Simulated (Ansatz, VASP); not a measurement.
# One calculation of Si2Mo, two programs

```xyz
3
Lattice="-1.4762 1.4762 3.6829 1.4762 -1.4762 3.6829 1.4762 1.4762 -3.6829" Properties=species:S:1:pos:R:3 pbc="T T T"
Si    0.0000    0.0000    4.9193
Si    0.0000    0.0000    2.4464
Mo    0.0000    0.0000    0.0000
```

Change from the starting cell: volume scaled by 0.8, PAW files.

Alike in both runs: task single point; functional PBE; k mesh 16 × 16 × 16; occupations fermi-dirac, width 0.05 eV; no spin polarisation.

|  | VASP | Ansatz |
| --- | --- | --- |
| version | VASP 6.6.1 | Ansatz 0.2.0 |
| potentials or method | VASP PAW PBE potentials, release 64 (Si, Mo_sv) | PAW with Ansatz's default frozen-core files, scalar-relativistic |
| plane-wave cutoff (eV) | 520 | 420 |
| valence electrons in the cell | 22 | 22 |

```tsv
	VASP	Ansatz	Ansatz less VASP
pressure (GPa)	81.9	81.5	-0.40
traceless stress, the component that is largest in VASP (GPa)	0.07	0.08	+0.017
rms of the force components (eV/Å)	0.006	0.001	-0.0053
```

Atom by atom the forces differ by 0.007 eV/Å (rms over components). Both programs put the cell under a high pressure, so it lies far from rest at this level.

Noted on VASP's run: the cell as given lies far from equilibrium.
